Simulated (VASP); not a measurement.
Write the native input for VASP 6.6.1 that does the following.

| Quantity | Value |
| --- | --- |
| Task | single point |
| Functional | PBEsol |
| Potentials or basis | VASP PAW PBE potentials, release 64 (Mo_sv, S) |
| Cutoff | 520 eV |
| k mesh | 8 × 8 × 2 |
| Occupations | fermi-dirac, width 0.1 eV |
| Spin | no spin polarisation |
| Dipole correction | no |
| Further INCAR settings | ALGO = Normal; EDIFF = 1e-07; NBANDS = 20 |

The structure of MoS2 lies in POSCAR:

```
MoS2
1.0
    3.1191295163      0.0000000000      0.0000000000
   -1.5595598602      2.7012380824      0.0000000000
    0.0000000000      0.0000000000     16.9807333601
Mo S
1 2
Direct
    0.0000000000      0.0000000000      0.0000000000
    0.3333333333      0.6666666667      0.0894900000
    0.3333333333      0.6666666667      0.9105100000
```

The input as run:

INCAR

```
SYSTEM = MoS2
PREC = Accurate
ENCUT = 520
EDIFF = 1E-7
ISMEAR = -1
SIGMA = 0.1
LREAL = .FALSE.
LASPH = .TRUE.
NELM = 60
ALGO = Normal
ISIF = 2
LWAVE = .FALSE.
LCHARG = .FALSE.
GGA = PS
NBANDS = 20
```

KPOINTS

```
Automatic mesh
0
G
  8 8 2
  0 0 0
```

Potentials or basis: VASP PAW PBE potentials, release 64 (Mo_sv, S).

The run is started by

```console
$ cat potpaw_PBE.64/Mo_sv/POTCAR potpaw_PBE.64/S/POTCAR > POTCAR
$ mpirun -np 1 vasp_std > vasp.out
```

It gave:

The largest force is 0.964 eV/Å. The band gap on the k mesh is 1.96 eV (least direct gap 2.16 eV).

Caveat: there is no dipole correction, which matters where the two faces differ; the PAW data sets were made with another functional, which shifts forces and pressure a little.

Wall time 55 s on 1 thread of AMD EPYC 9R45 (Zen 5), on a shared host, peak memory 0.24 GiB.
